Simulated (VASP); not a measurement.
Si2W, 9 atoms in the cell. It takes space group P6_222 (No. 180, hexagonal). Conventional cell: a = 4.593 Å, b = 4.593 Å, c = 6.450 Å, α = 90.00°, β = 90.00°, γ = 120.00°. Si (site symmetry 2) has 5 W at 2.49 to 2.73 Å and 9 Si at 2.52 to 3.33 Å within 3.4 Å. W (site symmetry 222) has 10 Si at 2.49 to 2.73 Å and 4 W at 3.15 Å within 3.3 Å.  This cell differs from its parent crystal: atoms shifted along a free coordinate, c/a of the conventional cell at fixed volume 1.4043.

- Program: VASP 6.6.1
- Task: single point
- Functional: LDA
- Potentials or basis: VASP PAW LDA potentials, release 64 (Si, W_sv)
- Cutoff: 520 eV
- k mesh: 9 × 9 × 6
- Occupations: gaussian, width 0.03 eV
- Spin: no spin polarisation
- Dipole correction: no
- Further INCAR settings: ALGO = Normal; EDIFF = 1e-06; NBANDS = 43

Potentials or basis: VASP PAW LDA potentials, release 64 (Si, W_sv).

The run is started by

```console
$ cat potpaw_LDA.64/Si/POTCAR potpaw_LDA.64/W_sv/POTCAR > POTCAR
$ mpirun -np 1 vasp_std > vasp.out
```

Hardware: 1 thread of Intel Xeon 8259CL, on a shared host.

**Question.** Estimate the wall time of this run.

**Answer.** It took 6.6 min on 1 thread of Intel Xeon 8259CL (shared host), peak memory 0.31 GiB. Counts: scf iterations 13, k points 48.
